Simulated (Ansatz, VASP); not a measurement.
## Two plane-wave programs on MgZrH4

```
Mg Zr H
1.0
     1.77179    1.02294    5.33458
    -1.77179    1.02294    5.33458
     0.00000   -2.04589    5.33458
Mg Zr H
1 1 4
Direct
  0.67970 0.67970 0.67970
  0.85267 0.85267 0.85267
  0.28408 0.78176 0.28408
  0.28408 0.28408 0.78176
  0.78176 0.28408 0.28408
  0.24099 0.24099 0.24099
```

Alike in both runs: functional PBE; k mesh 4 × 4 × 4; occupations gaussian, width 0.15 eV; no spin polarisation.

Ansatz relaxed the structure, and its values are those at the end. VASP's run is a single point on that final structure, the one shown.

|  | VASP | Ansatz |
| --- | --- | --- |
| version | VASP 6.6.1 | Ansatz 0.2.0 |
| potentials or method | VASP PAW PBE potentials, release 64 (Mg, Zr_sv, H), cutoff 520 eV | scalar-relativistic, plane waves, PAW |
| valence electrons in the cell | 18 | 26 |

|  | VASP | Ansatz | Ansatz less VASP |
| --- | --- | --- | --- |
| gap on the k mesh at the Fermi level (eV) | none | none | - |
| pressure (GPa) | 0.0 | 0.2 | +0.12 |
| rms of the force components (eV/Å) | 0.009 | 0.008 | -0.0009 |

A gap of «none» marks a metal or a gap that the smearing closes. VASP's potentials hold 18 valence electrons a cell and Ansatz's 26, so a difference there can come from the potentials and not from the codes.

The k mesh is coarse, so the values compare programs but aren't converged.
